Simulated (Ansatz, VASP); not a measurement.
ZrC: VASP beside Ansatz

```
Zr C
1.0
     0.00000    2.36500    2.36500
     2.36500    0.00000    2.36500
     2.36500    2.36500    0.00000
Zr C
1 1
Direct
  0.50000 0.50000 0.50000
  0.00000 0.00000 0.00000
```

Alike in both runs: task single point; functional PBE; k mesh 10 × 10 × 10; occupations fermi-dirac, width 0.05 eV; no spin polarisation.

```csv
,VASP,Ansatz
version,VASP 6.6.1,Ansatz 0.2.0
potentials or method,"VASP PAW PBE potentials, release 64 (Zr_sv, C)",Ansatz PAW
plane-wave cutoff (eV),520,420
valence electrons in the cell,16,16
```

Ansatz gave:

```
gap on the k mesh at the Fermi level (eV) : none
pressure (GPa)                            : -2.9
```

Problem. Estimate VASP's values.

Solution. gap on the k mesh at the Fermi level (eV): none; pressure (GPa): -2.7.

A gap of «none» marks a metal or a gap that the smearing closes.
